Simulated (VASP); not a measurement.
Here is a VASP 6.6.1 calculation.

INCAR

```
PREC     = Accurate       # precision mode
ENCUT    = 520            # plane-wave cutoff, eV
EDIFF    = 1E-7           # SCF threshold, eV
ISMEAR   = 0              # smearing method
SIGMA    = 0.02           # smearing width, eV
LREAL    = F              # projectors in reciprocal space
LASPH    = T              # aspherical terms in the spheres
NELM     = 100            # most SCF steps
ALGO     = Normal         # electronic algorithm
ISIF     = 2              # what is computed and relaxed
LWAVE    = F              # write WAVECAR
LCHARG   = T              # write CHGCAR
GGA      = CA             # functional
LELF     = T              # ELF
LVHAR    = T            
NBANDS   = 35             # bands
```

KPOINTS

```
Automatic mesh
0
Gamma
  6 6 6
```

POSCAR

```
Al2O3
1.0
    2.3643538321      1.3650603214      4.2965513472
   -2.3643538321      1.3650603214      4.2965513472
    0.0000000000     -2.7301206429      4.2965513472
Al O
4 6
Direct
    0.3519823809      0.3519823809      0.3519823809
    0.1480176191      0.1480176191      0.1480176191
    0.6480176191      0.6480176191      0.6480176191
    0.8519823809      0.8519823809      0.8519823809
    0.5558334230      0.9441665770      0.2500000000
    0.2500000000      0.5558334230      0.9441665770
    0.9441665770      0.2500000000      0.5558334230
    0.4441665770      0.0558334230      0.7500000000
    0.7500000000      0.4441665770      0.0558334230
    0.0558334230      0.7500000000      0.4441665770
```

Potentials or basis: VASP PAW LDA potentials, release 64 (Al, O).

The run is started by

```console
$ cat potpaw_LDA.64/Al/POTCAR potpaw_LDA.64/O/POTCAR > POTCAR
$ mpirun -np 1 vasp_std > vasp.out
```

(1) Estimate the pressure.

(2) Estimate the largest force.

(3) What does it give for the band gap on the k mesh?

Answers

(1) 1.0 GPa.

(2) 0.004 eV/Å.

(3) 6.45 eV, direct.

**What was measured.**

“Multi-petahertz electron interference in Cr:Al2O3 solid-state material”, 2018, pmc:5906618 quotes, for a bulk crystal of Al2O3: band gap 8.7 eV (optical).

A measured gap of Al2O3 is 8.7 eV (optical; quoted in “Multi-petahertz electron interference in Cr:Al2O3 solid-state material”, 2018, pmc:5906618); the calculated 6.45 eV misses it by -2.25 eV. The value is that of LDA on a finite k mesh, which can miss the band edges, without temperature or zero-point motion. Semilocal functionals fall short of measured gaps as a rule.
